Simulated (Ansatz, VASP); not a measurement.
One calculation of N, two programs

File INCAR:

```
PREC     = Accurate       # precision mode
ENCUT    = 520            # plane-wave cutoff, eV
EDIFF    = 1E-7           # SCF threshold, eV
ISMEAR   = 0              # smearing method
SIGMA    = 0.05           # smearing width, eV
LREAL    = F              # projectors in reciprocal space
LASPH    = T              # aspherical terms in the spheres
NELM     = 100            # most SCF steps
ALGO     = Normal         # electronic algorithm
ISIF     = 2              # what is computed and relaxed
LWAVE    = F              # write WAVECAR
LCHARG   = F              # write CHGCAR
NBANDS   = 30             # bands
```

Contents of KPOINTS:

```
regular mesh
0
Gamma
  7 7 2
```

File POSCAR:

```
N
1.0
   -3.5269202438      0.0000000000      0.0000000000
   -1.7634601219     -3.0544025283      0.0000000000
   -0.7347750508      1.2726677201     16.8505029787
N
8
Direct
    0.0244597771      0.6422068896      0.7412965349
    0.1932295041      0.4734371626      0.3362491902
    0.0515128451      0.6151538215      0.6763691717
    0.2202825721      0.4463840946      0.2713218270
    0.6109477009      0.7223856324      0.1337255178
    0.4421779739      0.8911553594      0.5387728626
    0.6380007689      0.6953325644      0.0687981546
    0.4692310419      0.8641022914      0.4738454993
```

Input for Ansatz:

```yaml
crystal:
  lattice:
    - [-3.5269202438, 0.0, 0.0]
    - [-1.7634601219, -3.0544025283, 0.0]
    - [-0.7347750508, 1.2726677201, 16.8505029787]
  atoms:
    - { symbol: "N", position: [0.0244597771, 0.6422068896, 0.7412965349] }
    - { symbol: "N", position: [0.1932295041, 0.4734371626, 0.3362491902] }
    - { symbol: "N", position: [0.0515128451, 0.6151538215, 0.6763691717] }
    - { symbol: "N", position: [0.2202825721, 0.4463840946, 0.271321827] }
    - { symbol: "N", position: [0.6109477009, 0.7223856324, 0.1337255178] }
    - { symbol: "N", position: [0.4421779739, 0.8911553594, 0.5387728626] }
    - { symbol: "N", position: [0.6380007689, 0.6953325644, 0.0687981546] }
    - { symbol: "N", position: [0.4692310419, 0.8641022914, 0.4738454993] }
basis:
  ecutwfc: 520.0
kpoints:
  mp_grid: { grid: [7, 7, 2] }
hamiltonian:
  xc: lda
scf:
  occupations: { method: gaussian, width: 0.05 }
output:
  forces: true
  stress: true
  eigenvalues: true
```

Alike in both runs: task single point; functional LDA; k mesh 7 × 7 × 2; occupations gaussian, width 0.05 eV; no spin polarisation.

```csv
,VASP,Ansatz
version,VASP 6.6.1,Ansatz 0.2.0
potentials or method,"VASP PAW LDA potentials, release 64 (N), cutoff 520 eV","scalar-relativistic, plane waves, PAW"
valence electrons in the cell,40,40
```

|  | VASP | Ansatz | Ansatz less VASP |
| --- | --- | --- | --- |
| gap on the k mesh at the Fermi level (eV) | 6.62 | 6.67 | +0.048 |
| least direct gap on the mesh (eV) | 6.78 | 6.83 | +0.050 |
| pressure (GPa) | 1.8 | -0.1 | -1.85 |
| traceless stress, the component that is largest in VASP (GPa) | 3.96 | 0.01 | -3.954 |
| rms of the force components (eV/Å) | 0.879 | 0.009 | -0.8697 |

LDA's correlation is that of Perdew and Zunger in VASP and of Perdew and Wang (1992) in Ansatz. Atom by atom the forces differ by 0.885 eV/Å (rms over components).

Noted on VASP's run: the standard files for N, O and F lose accuracy on very short bonds.
